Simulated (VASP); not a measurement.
A run of VASP 6.6.1 is set up as follows.

Contents of INCAR:

```
SYSTEM = ZnS
PREC = Accurate
ENCUT = 520
EDIFF = 1E-6
ISMEAR = 0
SIGMA = 0.05
LREAL = .FALSE.
LASPH = .TRUE.
NELM = 60
ALGO = Normal
ISIF = 2
LWAVE = .FALSE.
LCHARG = .FALSE.
GGA = PS
NBANDS = 16
```

KPOINTS

```
regular mesh
0
G
  10 10 10
  0 0 0
```

File POSCAR:

```
ZnS
1.0
    0.0000000000      2.6782590749      2.5778243596
    2.6782590749      0.0000000000      2.5778243596
    2.6782590749      2.6782590749      0.0000000000
Zn S
1 1
Direct
    0.0000000000      0.0000000000      0.0000000000
    0.7500000000      0.7500000000      0.7500000000
```

Potentials or basis: VASP PAW PBE potentials, release 64 (Zn, S).

Launch:

```sh
$ cat potpaw_PBE.64/Zn/POTCAR potpaw_PBE.64/S/POTCAR > POTCAR
$ mpirun -np 1 vasp_std > vasp.out
```

Question: Predict the pressure.

Answer: 3.4 GPa.

Question: Estimate the band gap on the k mesh.

Answer: 2.17 eV.

Stress tensor (GPa, compression positive):
```
2.97 0.00 0.00
0.00 2.97 0.00
0.00 0.00 4.38
```

Caveat: the cell differs from its parent crystal (strain -0.0375 x Voigt [0, 0, 1, 0, 0, 0]); the cell stands under pressure; the PAW data sets were made with another functional, which shifts forces and pressure a little.
